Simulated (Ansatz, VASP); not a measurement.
# P2Se2O: VASP beside Ansatz

File INCAR:

```
PREC     = Accurate       # precision mode
ENCUT    = 600            # plane-wave cutoff, eV
EDIFF    = 1E-7           # SCF threshold, eV
ISMEAR   = 0              # smearing method
SIGMA    = 0.1            # smearing width, eV
LREAL    = F              # projectors in reciprocal space
LASPH    = T              # aspherical terms in the spheres
NELM     = 60             # most SCF steps
ALGO     = Normal         # electronic algorithm
ISIF     = 3              # what is computed and relaxed
LWAVE    = F              # write WAVECAR
LCHARG   = F              # write CHGCAR
GGA      = PE             # functional
IVDW     = 12             # dispersion correction
IBRION   = 2              # ionic algorithm
NSW      = 100            # ionic steps
EDIFFG   = -0.01          # ionic threshold
```

Contents of KPOINTS:

```
regular mesh
0
Gamma
  10 10 6
```

POSCAR

```
P2Se2O
1.0
    3.6845247856      0.0000000000      0.0000000000
    0.0000000000      3.6845247856      0.0000000000
    0.0000000000      0.0000000000      6.9577812762
P Se O
2 2 1
Direct
    0.5000000000      0.5000000000      0.0017800123
    0.5000000000      0.5000000000      0.3290704177
    0.0000000000      0.0000000000      0.3150185862
    0.5000000000      0.5000000000      0.6889568033
    0.0000000000      0.0000000000      0.0560378104
```

Input for Ansatz:

```yaml
crystal:
  lattice:
    - [3.6845247856, 0.0, 0.0]
    - [0.0, 3.6845247856, 0.0]
    - [0.0, 0.0, 6.9577812762]
  atoms:
    - { symbol: P, position: [0.5, 0.5, 0.0017800123] }
    - { symbol: P, position: [0.5, 0.5, 0.3290704177] }
    - { symbol: Se, position: [0.0, 0.0, 0.3150185862] }
    - { symbol: Se, position: [0.5, 0.5, 0.6889568033] }
    - { symbol: O, position: [0.0, 0.0, 0.0560378104] }
basis:
  ecutwfc: 420
kpoints:
  mp_grid: { grid: [10, 10, 6] }
hamiltonian:
  xc: pbe
  dispersion: d3bj
scf:
  occupations: { method: gaussian, width: 0.1 }
output:
  forces: true
  stress: true
  eigenvalues: true
  write_density: true
  write_potential: true
  elf: true
  volumetric_format: npy
relax:
  adjacent_minimum: "off"
  f_tol: 0.01
  max_steps: 80
  cell: { stress_tol: 0.05 }
```

Alike in both runs: task relaxation of cell and atoms; functional PBE; dispersion D3(BJ); k mesh 10 × 10 × 6; occupations gaussian, width 0.1 eV; no spin polarisation.

|  | VASP | Ansatz |
| --- | --- | --- |
| version | VASP 6.6.1 | Ansatz 0.2.0 |
| potentials or method | VASP PAW PBE potentials, release 64 (P, Se, O), cutoff 600 eV | scalar-relativistic, plane waves, PAW |
| valence electrons in the cell | 28 | 48 |

|  | VASP | Ansatz | Ansatz less VASP |
| --- | --- | --- | --- |
| gap on the k mesh at the Fermi level, each at its own relaxed structure (eV) | none | none | - |
| relaxed volume (Å³/atom) | 18.82 | 18.88 | +0.057 |
| relaxed cell length with the largest relative difference (Å) | 3.669 | 3.673 | +0.0040 |

A gap of «none» marks a metal or a gap that the smearing closes. VASP's potentials hold 28 valence electrons a cell and Ansatz's 48, so a difference there can come from the potentials and not from the codes.
